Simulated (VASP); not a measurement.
Set up this calculation in VASP 6.6.1, as the native input.

* Task: single point
* Functional: LDA
* Potentials or basis: VASP PAW LDA potentials, release 64 (Pt_sv_GW)
* Cutoff: 570 eV
* k mesh: 18 × 18 × 10
* Occupations: gaussian, width 0.15 eV
* Spin: no spin polarisation
* Dipole correction: no
* Further INCAR settings: ALGO = Normal; EDIFF = 1e-06; NBANDS = 25

The structure of Pt lies in POSCAR:

```
Pt
1.0
    2.7306720819      0.0000000000      0.0000000000
   -1.3653360409      2.3648313923      0.0000000000
    0.0000000000      0.0000000000      4.7162198951
Pt
2
Direct
    0.6666666667      0.3333333333      0.7500000000
    0.3333333333      0.6666666667      0.2500000000
```

This isn't the form of Pt at room conditions, which is fcc.

One way to write it, as run:

INCAR

```
SYSTEM = Pt
ALGO = Normal ; EDIFF = 1E-6
ENCUT = 570 ; GGA_COMPAT = .FALSE.
ISIF = 2 ; ISMEAR = 0
LASPH = .TRUE. ; LCHARG = .FALSE.
LREAL = .FALSE. ; LWAVE = .FALSE.
NBANDS = 25 ; NELM = 120
PREC = Accurate ; SIGMA = 0.15
```

KPOINTS

```
k-points
0
G
  18 18 10
  0 0 0
```

Potentials or basis: VASP PAW LDA potentials, release 64 (Pt_sv_GW).

Launch:

```console
$ cat potpaw_LDA.64/Pt_sv_GW/POTCAR > POTCAR
$ mpirun -np 1 vasp_std > vasp.out
```

It gave:

```yaml
Pressure: -7.3 GPa
Band_gap_on_the_k_mesh: zero (bands 18 and 19 overlap by 1.36 eV)
```

Caveat: the cell stands under tension; spin-orbit coupling is left out, which moves the levels of the heavy elements.

It took 100 s on 1 thread of Intel(R) Xeon(R) 6975P-C (Granite Rapids), on a shared host, peak memory 0.27 GiB.
